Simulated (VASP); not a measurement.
Input of a VASP 6.6.1 run:

INCAR

```
  PREC = Accurate
  ENCUT = 520
  EDIFF = 1E-7
  ISMEAR = 0
  SIGMA = 0.05
  LREAL = F
  LASPH = T
  NELM = 60
  ALGO = Normal
  ISIF = 2
  LWAVE = F
  LCHARG = F
  GGA = PS
  NBANDS = 20
```

File KPOINTS:

```
regular mesh
0
Gamma
  12 12 12
```

Contents of POSCAR:

```
SnO2
1.0
    1.6170930752      0.9336291223      4.8005925840
   -1.6170930752      0.9336291223      4.8005925840
    0.0000000000     -1.8672582446      4.8005925840
Sn O
1 2
Direct
    0.5000000000      0.5000000000      0.5000000000
    0.2371700000      0.2371700000      0.2371700000
    0.7628300000      0.7628300000      0.7628300000
```

Potentials or basis: VASP PAW PBE potentials, release 64 (Sn_d, O).

Command:

```console
$ cat potpaw_PBE.64/Sn_d/POTCAR potpaw_PBE.64/O/POTCAR > POTCAR
$ mpirun -np 1 vasp_std > vasp.out
```

Q: What does it give for the largest force?

A: 0.347 eV/Å.

Q: Estimate the band gap on the k mesh.

A: 1.85 eV (least direct gap 1.97 eV).

Q: What does it give for the pressure?

A: -4.6 GPa.

Stress tensor (GPa, compression positive):
```
-5.12  0.00  0.00
 0.00 -5.12  0.00
 0.00  0.00 -3.60
```

Caveat: the cell stands under tension; the PAW data sets were made with another functional, which shifts forces and pressure a little; spin-orbit coupling is left out, which moves the levels of the heavy elements. A k mesh can miss the band edges.
